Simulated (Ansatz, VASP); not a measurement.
**ScAl5 in VASP and in Ansatz**

```
Sc Al
1.0
     2.05822   -2.05192    0.00000
     2.05822    2.05192    0.00000
     0.00000    0.00000   12.38265
Sc Al
1 5
Direct
  0.00000 0.00000 0.50000
  0.00000 0.00000 0.83649
  0.50000 0.50000 0.00000
  0.00000 0.00000 0.16351
  0.50000 0.50000 0.32308
  0.50000 0.50000 0.67692
```

Alike in both runs: functional PBE; k mesh 6 × 6 × 2; occupations gaussian, width 0.1 eV; no spin polarisation.

Ansatz relaxed the structure, and its values are those at the end. VASP's run is a single point on that final structure, the one shown.

```csv
,VASP,Ansatz
version,VASP 6.6.1,Ansatz 0.2.0
potentials or method,"VASP PAW PBE potentials, release 64 (Sc_sv, Al), cutoff 520 eV","scalar-relativistic, plane waves, PAW"
valence electrons in the cell,26,26
```

```csv
,VASP,Ansatz,Ansatz less VASP
gap on the k mesh at the Fermi level (eV),none,none,-
pressure (GPa),0.2,0.2,+0.01
rms of the force components (eV/Å),0.008,0.006,-0.0018
```

A gap of «none» marks a metal or a gap that the smearing closes. With one functional, cell and mesh, what is left measures potentials, basis and numerics.

The k mesh is coarse, so the values compare programs but aren't converged.
